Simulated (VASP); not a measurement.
## B4C3: relaxation of cell and atoms with PBE

The system is B4C3.

```
CELL_PARAMETERS angstrom
3.63300 0.00000 0.00000
0.00000 3.63300 0.00000
0.00000 0.00000 3.63300
ATOMIC_POSITIONS crystal
B 0.24569 0.24569 0.75431
B 0.75431 0.75431 0.75431
B 0.24569 0.75431 0.24569
B 0.75431 0.24569 0.24569
C 0.00000 0.00000 0.50000
C 0.50000 0.00000 0.00000
C 0.00000 0.50000 0.00000
```

The cell was built from a structure type or drawn by symmetry, and may not be a known phase.

```yaml
Program: VASP 6.6.1
Task: relaxation of cell and atoms
Functional: PBE
Potentials_or_basis: VASP PAW PBE potentials, release 64 (B, C)
Cutoff: 600 eV
k_mesh: 6 × 6 × 6
Occupations: gaussian, width 0.1 eV
Spin: no spin polarisation
Dipole_correction: no
Further_INCAR_settings: ALGO = Normal; EDIFF = 1e-06; IBRION = 2; EDIFFG = -0.04; NSW = 90; ISIF = 3
```

```yaml
Relaxed_volume: 8.19 Å³/atom
Relaxed_cell: a = 3.856 Å, b = 3.856 Å, c = 3.856 Å, α = 90.00°, β = 90.00°, γ = 90.00°
Space_group_after_relaxing_to_0.1_Å: P-43m (No. 215)
Energy_gained_by_relaxing: 376.4 meV/atom
Ionic_steps: 12
Pressure_after_relaxing: 0.2 GPa
Largest_force_after_relaxing: 0.026 eV/Å
Band_gap_on_the_k_mesh: zero (bands 12 and 13 overlap by 2.29 eV)
```

Forces on the atoms (eV/Å):
```
B   -0.015 -0.015  0.015
B    0.015  0.015  0.015
B   -0.015  0.015 -0.015
B    0.015 -0.015 -0.015
C    0.000  0.000  0.000
C    0.000  0.000  0.000
C    0.000  0.000  0.000
```

The path:
| step | energy change (eV) | largest force (eV/Å) | pressure (GPa) | volume (Å³) |
| --- | --- | --- | --- | --- |
| 1 | 0.0000 | 1.9952 | 24.36 | 47.95 |
| 2 | -1.5196 | 3.1640 | -4.78 | 55.55 |
| 3 | -1.8348 | 2.6539 | -16.08 | 59.87 |
| 4 | -2.4206 | 0.6087 | -13.61 | 60.88 |
| 5 | -2.4528 | 0.4240 | -13.45 | 61.11 |
| 6 | -2.4554 | 0.0186 | -13.18 | 61.58 |
| 7 | -2.4617 | 0.2039 | -13.34 | 61.35 |
| 8 | -2.6283 | 0.0813 | -2.64 | 58.04 |
| 9 | -2.6338 | 0.0543 | -0.16 | 57.38 |
| 10 | -2.6338 | 0.0515 | 0.14 | 57.31 |
| 11 | -2.6340 | 0.0451 | 0.15 | 57.31 |
| 12 | -2.6346 | 0.0255 | 0.19 | 57.34 |

Final structure:
```cif
data_structure
_symmetry_space_group_name_H-M 'P 1'
_symmetry_Int_Tables_number 1
_cell_length_a 3.8561
_cell_length_b 3.8561
_cell_length_c 3.8561
_cell_angle_alpha 90.000
_cell_angle_beta 90.000
_cell_angle_gamma 90.000
_cell_volume 57.34
loop_
_atom_site_label
_atom_site_type_symbol
_atom_site_fract_x
_atom_site_fract_y
_atom_site_fract_z
_atom_site_occupancy
B1 B 0.20002 0.20002 0.79998 1
B2 B 0.79998 0.79998 0.79998 1
B3 B 0.20002 0.79998 0.20002 1
B4 B 0.79998 0.20002 0.20002 1
C1 C 0.00000 0.00000 0.50000 1
C2 C 0.50000 0.00000 0.00000 1
C3 C 0.00000 0.50000 0.00000 1
```

Levels at points of the mesh, in eV from the Fermi level:
| k point | band 8 | band 9 | band 10 | band 11 | band 12 | band 13 | band 14 | band 15 | band 16 |
| --- | --- | --- | --- | --- | --- | --- | --- | --- | --- |
| (0.00, 0.00, 0.00) | -2.48 | -2.48 | -2.48 | -1.59 | -1.59 | -1.59 | 6.52 | 7.11 | 7.11 |
| (0.50, 0.00, 0.00) | -3.79 | -3.55 | -3.45 | -1.50 | -1.50 | 0.70 | 4.16 | 6.47 | 6.47 |
| (0.50, 0.50, 0.00) | -3.80 | -2.76 | -2.73 | -2.73 | 0.69 | 1.79 | 3.49 | 6.05 | 6.05 |
| (0.50, 0.50, 0.50) | -2.62 | -2.62 | -0.59 | 0.69 | 0.69 | 0.69 | 6.91 | 6.91 | 6.91 |

Wall time 62 s on 1 thread of Intel(R) Xeon(R) 6975P-C (Granite Rapids), with other jobs on the host, peak memory 0.16 GiB.

Caveat: the volume moved by over 15 % at a fixed basis, so the end points are rough.
